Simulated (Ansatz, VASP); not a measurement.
**KF: VASP beside Ansatz**

```
K F
1.0
     2.65880    2.65880    0.00000
    -2.65880    2.65880    0.00000
     0.00000    2.65880    2.65880
K F
1 1
Cartesian
  0.0000 0.0000 0.0000
  0.0000 2.6588 0.0000
```

Change from the starting cell: unstrained.

Alike in both runs: task single point; functional r2SCAN; k mesh 8 × 8 × 8; no spin polarisation.

|  | VASP | Ansatz |
| --- | --- | --- |
| version | VASP 6.6.1 | Ansatz 0.2.0 |
| potentials or method | VASP PAW PBE potentials, release 64 (K_sv, F) | PAW with Ansatz's default frozen-core files, scalar-relativistic |
| plane-wave cutoff (eV) | 520 | 500 |
| occupations | gaussian, width 0.01 eV | fixed |
| valence electrons in the cell | 16 | 16 |

|  | VASP | Ansatz | Ansatz less VASP |
| --- | --- | --- | --- |
| gap on the k mesh at the Fermi level (eV) | 6.91 | 6.91 | +0.001 |
| pressure (GPa) | 0.0 | 0.0 | +0.04 |

VASP's potentials were made for PBE, not for r2SCAN.
